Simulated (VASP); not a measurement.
Here is a VASP 6.6.1 calculation.

The input INCAR:

```
SYSTEM = W
  ALGO = Normal
  EDIFF = 1E-6
  ENCUT = 520
  GGA = PS
  ISIF = 2
  ISMEAR = 0
  LASPH = .True.
  LCHARG = .True.
  LELF = .True.
  LREAL = Auto
  LVHAR = .True.
  LWAVE = .False.
  NBANDS = 118
  NELM = 60
  PREC = Accurate
  SIGMA = 0.15
```

KPOINTS

```
k-points
0
Gamma
  3 3 3
  0 0 0
```

File POSCAR:

```
W
1.0
    6.3200000000      0.0000000000      0.0000000000
    0.0000000000      6.3200000000      0.0000000000
    0.0000000000      0.0000000000      6.3200000000
W
15
Direct
    0.4988710906      0.0019490857      0.0019243488
   -0.0010951921      0.5019721144      0.0019109909
   -0.0011325471      0.0019243920      0.5018876148
    0.2469370581      0.2500195349      0.2499303546
    0.4989030672      0.5019466203      0.0018644430
    0.4988822195      0.0019298307      0.5019310931
    0.7507237628      0.2500670165      0.2500638444
   -0.0011215717      0.5019164273      0.5019290587
    0.2470081112      0.7538438150      0.2500650804
    0.2470642024      0.2500123098      0.7537480584
    0.4988888254      0.5019493183      0.5018953909
    0.7508261120      0.7538302872      0.2499110033
    0.7508433075      0.2499765499      0.7538639606
    0.2468981092      0.7539135246      0.7539050398
    0.7508114450      0.7538642735      0.7538420181
```

Potentials or basis: VASP PAW PBE potentials, release 64 (W_sv).

Run with:

```console
$ cat potpaw_PBE.64/W_sv/POTCAR > POTCAR
$ mpirun -np 1 vasp_std > vasp.out
```

Question: Predict the largest force.

Answer: 0.019 eV/Å.

Question: What does it give for the band gap on the k mesh?

Answer: Zero (bands 105 and 106 overlap by 0.02 eV).

Forces in eV/Å, atoms in the order of the input:
```
W    0.001 -0.001  0.000
W   -0.001 -0.004  0.000
W    0.001  0.001  0.001
W   -0.007 -0.009 -0.005
W   -0.002 -0.001  0.002
W    0.001  0.000 -0.003
W    0.013 -0.009 -0.011
W    0.001  0.001 -0.002
W   -0.008  0.008 -0.009
W   -0.013 -0.002  0.012
W    0.000  0.000  0.002
W    0.006  0.012  0.000
W    0.006 -0.004  0.007
W   -0.003  0.004  0.002
W    0.004  0.005  0.004
```

Caveat: the PAW data sets were made with another functional, which shifts forces and pressure a little; spin-orbit coupling is left out, which moves the levels of the heavy elements.
